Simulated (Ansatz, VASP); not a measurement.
Al in VASP and in Ansatz

Contents of INCAR:

```
SYSTEM = Al
PREC     = Accurate       ! precision mode
ENCUT    = 500            ! plane-wave cutoff, eV
EDIFF    = 1E-6           ! SCF threshold, eV
ISMEAR   = 0              ! smearing method
SIGMA    = 0.1            ! smearing width, eV
LREAL    = .FALSE.        ! projectors in reciprocal space
LASPH    = .TRUE.         ! aspherical terms in the spheres
NELM     = 120            ! most SCF steps
ALGO     = Normal         ! electronic algorithm
ISIF     = 2              ! what is computed and relaxed
LWAVE    = .FALSE.        ! write WAVECAR
LCHARG   = .FALSE.        ! write CHGCAR
NBANDS   = 8              ! bands
GGA_COMPAT= .FALSE.
```

File KPOINTS:

```
Automatic mesh
0
G
  8 8 8
  0 0 0
```

Contents of POSCAR:

```
Al
1.0
   -1.5912186900      1.5912186900      1.5912186900
    1.5912186900     -1.5912186900      1.5912186900
    1.5912186900      1.5912186900     -1.5912186900
Al
1
Direct
    0.0000000000      0.0000000000      0.0000000000
```

Input for Ansatz:

```yaml
crystal:
  lattice:
    - [-1.59121869, 1.59121869, 1.59121869]
    - [1.59121869, -1.59121869, 1.59121869]
    - [1.59121869, 1.59121869, -1.59121869]
  atoms:
    - { symbol: Al, position: [0.0, 0.0, 0.0] }
basis:
  ecutwfc: 420
kpoints:
  mp_grid: { grid: [8, 8, 8] }
hamiltonian:
  xc: lda
scf:
  occupations: { method: gaussian, width: 0.1 }
output:
  forces: true
  stress: true
  eigenvalues: true
```

Alike in both runs: task single point; functional LDA; k mesh 8 × 8 × 8; occupations gaussian, width 0.1 eV; no spin polarisation.

|  | VASP | Ansatz |
| --- | --- | --- |
| version | VASP 6.6.1 | Ansatz 0.2.0 |
| potentials or method | VASP PAW LDA potentials, release 64 (Al), cutoff 500 eV | scalar-relativistic, plane waves, PAW |
| valence electrons in the cell | 3 | 3 |

|  | VASP | Ansatz | Ansatz less VASP |
| --- | --- | --- | --- |
| gap on the k mesh at the Fermi level (eV) | none | none | - |
| pressure (GPa) | 1.0 | 0.9 | -0.08 |

LDA's correlation is that of Perdew and Zunger in VASP and of Perdew and Wang (1992) in Ansatz. A gap of «none» marks a metal or a gap that the smearing closes.
